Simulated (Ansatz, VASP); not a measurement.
**ZnCd2TeO2: VASP beside Ansatz**

```
CELL_PARAMETERS angstrom
4.48571 0.00000 0.00000
0.00000 4.48571 0.00000
0.00000 0.00000 6.02421
ATOMIC_POSITIONS crystal
Zn 0.00000 0.00000 0.00000
Cd 0.50000 0.00000 0.00000
Cd 0.00000 0.50000 0.00000
Te 0.00000 0.00000 0.50000
O 0.50000 0.50000 0.74577
O 0.50000 0.50000 0.25423
```

Change from the starting cell: species swapped into the LaAl2BRu2 type (P4/mmm, No. 123).

Alike in both runs: task relaxation of cell and atoms; functional PBE; k mesh 4 × 4 × 4; occupations gaussian, width 0.1 eV; no spin polarisation.

|  | VASP | Ansatz |
| --- | --- | --- |
| version | VASP 6.6.1 | Ansatz 0.2.0 |
| potentials or method | VASP PAW PBE potentials, release 64 (Zn, Cd, Te, O), cutoff 600 eV | scalar-relativistic, plane waves, PAW |
| valence electrons in the cell | 54 | 80 |

```tsv
	VASP	Ansatz	Ansatz less VASP
gap on the k mesh at the Fermi level, each at its own relaxed structure (eV)	none	none	-
relaxed volume (Å³/atom)	23.87	24.02	+0.153
relaxed cell length with the largest relative difference (Å)	5.269	5.281	+0.0120
```

A gap of «none» marks a metal or a gap that the smearing closes. VASP's potentials hold 54 valence electrons a cell and Ansatz's 80, so a difference there can come from the potentials and not from the codes.

Neither program's run includes spin-orbit coupling. Noted on VASP's run: the volume moved by over 15 % at a fixed basis, so the end points are rough.
